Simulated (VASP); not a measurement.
Crystal: Ru.

```
Ru
1.0
     2.70580    0.00000    0.00000
    -1.35290    2.34329    0.00000
     0.00000    0.00000    4.28190
Ru
2
Cartesian
  0.0000 1.5622 1.0705
  1.3529 0.7811 3.2114
```

```yaml
Program: VASP 6.6.1
Task: relaxation of cell and atoms
Functional: PBE
Potentials_or_basis: VASP PAW PBE potentials, release 64 (Ru_pv)
Cutoff: 600 eV
k_mesh: 18 × 18 × 10
Occupations: gaussian, width 0.1 eV
Spin: no spin polarisation
```

At the start: pressure 4.3 GPa; volume 13.57 Å³/atom.

Task: Where does the relaxation end?

Result: Over 6 steps the energy falls by 2.5 meV/atom and the volume is 13.76 Å³/atom (+1.3 %); space group P6_3/mmc (No. 194, to 0.05 Å).

The path:
| step | energy change (eV) | largest force (eV/Å) | pressure (GPa) | volume (Å³) |
| --- | --- | --- | --- | --- |
| 1 | 0.0000 | 0.0000 | 4.34 | 27.15 |
| 2 | 0.0350 | 0.0000 | -11.13 | 28.62 |
| 3 | -0.0049 | 0.0000 | -0.06 | 27.52 |
| 4 | -0.0049 | 0.0000 | 0.03 | 27.51 |
| 5 | -0.0049 | 0.0000 | 0.05 | 27.51 |
| 6 | -0.0050 | 0.0000 | 0.04 | 27.51 |

Final structure:
```cif
data_structure
_symmetry_space_group_name_H-M 'P 1'
_symmetry_Int_Tables_number 1
_cell_length_a 2.7194
_cell_length_b 2.7194
_cell_length_c 4.2961
_cell_angle_alpha 90.000
_cell_angle_beta 90.000
_cell_angle_gamma 120.000
_cell_volume 27.51
loop_
_atom_site_label
_atom_site_type_symbol
_atom_site_fract_x
_atom_site_fract_y
_atom_site_fract_z
_atom_site_occupancy
Ru1 Ru 0.33333 0.66667 0.25000 1
Ru2 Ru 0.66667 0.33333 0.75000 1
```
